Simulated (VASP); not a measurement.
Wanted: the native input for a VASP 6.6.1 run.

```
Task                   : single point
Functional             : LDA
Potentials or basis    : VASP PAW LDA potentials, release 64 (Cs_sv, Ga_d)
Cutoff                 : 400 eV
k mesh                 : 3 × 3 × 2
Occupations            : gaussian, width 0.1 eV
Spin                   : no spin polarisation
Dipole correction      : no
Further INCAR settings : ALGO = Normal; EDIFF = 1e-06; NBANDS = 154
```

The structure of Cs6Ga17 (a cell with a defect) lies in POSCAR:

```
Cs6Ga17
1.0
   -3.1617689300      3.1617689300      7.8285062400
    3.1617689300     -3.1617689300      7.8285062400
    6.3235378600      6.3235378600    -15.6570124800
Cs Ga
6 17
Direct
    0.0003508737      0.0028485261      0.0010503614
    0.3745694618      0.8736124137      0.2489041000
    0.1280570764      0.6390414448      0.2496848339
    0.0028436858     -0.0079063091      0.4977915954
    0.3722463591      0.8622733137      0.7449378978
    0.1416444726      0.6233906197      0.7521397207
    0.6025452100      0.3383797955      0.3573335133
    0.6583079273      0.3758154303      0.1369956216
    0.0706806105      0.3723886167      0.3513207399
    0.5187951477      0.5263630632      0.0154606491
    0.7899854277      0.5603280694      0.3983879840
    0.4309499119      0.2295053997      0.1084715574
    0.7825203795      0.9891069500      0.1028332580
   -0.3067053318     -0.0146714987      0.2021592229
    0.6194416480      0.3109980135      0.8520496942
    0.6945554317      0.3840260978      0.6513393438
    0.6144257957      0.9109422461      0.6513772181
    0.0935874880      0.3832291475      0.8481733040
    0.4763902478      0.4981459490      0.4921753564
    0.7779934829      0.5627639657      0.8925081378
    0.4447692579      0.2157813034      0.6070769378
    0.7801803735      0.9766488739      0.6018637168
    0.0083736231      0.2177646364      0.8898425414
```

One way to write it, as run:

INCAR

```
PREC     = Accurate       # precision mode
ENCUT    = 400            # plane-wave cutoff, eV
EDIFF    = 1E-6           # SCF threshold, eV
ISMEAR   = 0              # smearing method
SIGMA    = 0.1            # smearing width, eV
LREAL    = F              # projectors in reciprocal space
LASPH    = T              # aspherical terms in the spheres
NELM     = 120            # most SCF steps
ALGO     = Normal         # electronic algorithm
ISIF     = 2              # what is computed and relaxed
LWAVE    = F              # write WAVECAR
LCHARG   = F              # write CHGCAR
GGA      = CA             # functional
NBANDS   = 154            # bands
GGA_COMPAT= F
```

KPOINTS

```
regular mesh
0
Gamma
  3 3 2
```

Potentials or basis: VASP PAW LDA potentials, release 64 (Cs_sv, Ga_d).

Launch:

```console
$ cat potpaw_LDA.64/Cs_sv/POTCAR potpaw_LDA.64/Ga_d/POTCAR > POTCAR
$ mpirun -np 1 vasp_std > vasp.out
```

Results of the run:

```json
{
  "Pressure": "-2.5 GPa",
  "Largest force": "0.537 eV/Å",
  "Band gap on the k mesh": "zero (an odd number of electrons rules out a gap without spin polarisation)"
}
```

Caveat: spin-orbit coupling is left out, which moves the levels of the heavy elements.

It took 33 min on 1 thread of Intel(R) Xeon(R) Platinum 8259CL CPU @ 2.50GHz (Skylake/Cascade Lake), on a shared host, peak memory 0.85 GiB.
